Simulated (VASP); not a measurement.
A run of VASP 6.6.1 is set up as follows.

INCAR

```
  PREC = Accurate
  ENCUT = 520
  EDIFF = 1E-6
  ISMEAR = 0
  SIGMA = 0.1
  LREAL = F
  LASPH = T
  NELM = 100
  ALGO = Normal
  ISIF = 2
  LWAVE = F
  LCHARG = F
  GGA = PE
  NBANDS = 25
```

The input KPOINTS:

```
Automatic mesh
0
Gamma
  4 4 4
```

POSCAR

```
Sb2S
1.0
    5.9361098952      0.0000000000      0.0000000000
    0.0000000000      5.9361098952      0.0000000000
    0.0000000000      0.0000000000      5.9361098952
Sb S
4 2
Direct
    0.7500000000      0.7500000000      0.7500000000
    0.2500000000      0.2500000000      0.7500000000
    0.2500000000      0.7500000000      0.2500000000
    0.7500000000      0.2500000000      0.2500000000
    0.0000000000      0.0000000000      0.0000000000
    0.5000000000      0.5000000000      0.5000000000
```

Potentials or basis: VASP PAW PBE potentials, release 64 (Sb, S).

Run with:

```console
$ cat potpaw_PBE.64/Sb/POTCAR potpaw_PBE.64/S/POTCAR > POTCAR
$ mpirun -np 1 vasp_std > vasp.out
```

(1) Estimate the pressure.

(2) Predict the band gap on the k mesh.

Results:

(1) 0.0 GPa.

(2) zero (band 16 reaches 4.59 eV, above the bottom of band 17 at 3.81 eV).

Caveat: spin-orbit coupling is left out, which moves the levels of the heavy elements.
